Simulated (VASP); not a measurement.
PbS: single point with r2SCAN

PbS:

```
Pb S
1.0
     0.00000    2.96500    3.03912
     2.96500    0.00000    3.03912
     2.96500    2.96500    0.00000
Pb S
1 1
Direct
  0.00000 0.00000 0.00000
  0.50000 0.50000 0.50000
```

This cell differs from its parent crystal: strain +0.000 along x and y, +0.025 along z.

```yaml
Program: VASP 6.6.1
Task: single point
Functional: r2SCAN
Potentials_or_basis: VASP PAW PBE potentials, release 64 (Pb_d, S)
Cutoff: 550 eV
k_mesh: 8 × 8 × 8
Occupations: gaussian, width 0.05 eV
Spin: no spin polarisation
```

The pressure is 0.0 GPa and the band gap on the k mesh is 0.69 eV.

Stress tensor (GPa, compression positive):
```
 0.89  0.00  0.00
 0.00  0.89  0.00
 0.00  0.00 -1.93
```

Levels at points of the mesh, in eV from the valence-band top:
| k point | band 8 | band 9 | band 10 | band 11 | band 12 | band 13 |
| --- | --- | --- | --- | --- | --- | --- |
| (0.00, 0.00, 0.00) | -2.27 | -2.27 | -2.07 | 5.13 | 5.69 | 5.69 |
| (0.50, 0.00, 0.00) | -1.84 | -1.79 | 0.00 | 0.69 | 2.18 | 2.32 |
| (0.50, 0.50, 0.00) | -5.13 | -3.42 | -3.42 | 4.33 | 5.73 | 6.11 |
| (0.50, 0.00, 0.50) | -5.18 | -3.59 | -3.33 | 4.23 | 5.69 | 6.03 |

It took 2.3 min on 1 thread of AMD EPYC 9R45 96-Core Processor (Zen 5) (shared host), peak memory 0.19 GiB.

Caveat: the cell differs from its parent crystal (strain +0.000 along x and y, +0.025 along z); the PAW data sets were made with another functional, which shifts forces and pressure a little; spin-orbit coupling is left out, which moves the levels of the heavy elements. A k mesh can miss the band edges.
